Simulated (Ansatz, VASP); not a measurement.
ZrTa3Be in VASP and in Ansatz

```xyz
5
Lattice="3.9727 0.0000 0.0000 0.0000 3.9727 0.0000 0.0000 0.0000 4.0225" Properties=species:S:1:pos:R:3 pbc="T T T"
Zr    0.0000    0.0000    0.0000
Ta    1.9864    1.9864    3.9220
Ta    0.0000    1.9864    1.9509
Ta    1.9864    0.0000    1.9509
Be    1.9864    1.9864    2.0716
```

Alike in both runs: task relaxation of cell and atoms; functional PBE; k mesh 4 × 4 × 4; occupations gaussian, width 0.1 eV; no spin polarisation.

```csv
,VASP,Ansatz
version,VASP 6.6.1,Ansatz 0.2.0
potentials or method,"VASP PAW PBE potentials, release 64 (Zr_sv, Ta_pv, Be), cutoff 600 eV","scalar-relativistic, plane waves, PAW"
valence electrons in the cell,47,53
```

Ansatz gave:

```
gap on the k mesh at the Fermi level, each at its own relaxed structure (eV) : none
relaxed volume (Å³/atom)                                                     : 18.59
relaxed cell length with the largest relative difference (Å)                 : 4.912
```

Question: Which values does VASP return?

Answer: gap on the k mesh at the Fermi level, each at its own relaxed structure (eV): none; relaxed volume (Å³/atom): 18.58; relaxed cell length with the largest relative difference (Å): 4.960.

A gap of «none» marks a metal or a gap that the smearing closes. VASP's potentials hold 47 valence electrons a cell and Ansatz's 53, so a difference there can come from the potentials and not from the codes.

The k mesh is coarse, so the values compare programs but aren't converged. Spin-orbit coupling is off throughout. Noted on VASP's run: the volume moved by over 15 % at a fixed basis, so the end points are rough.
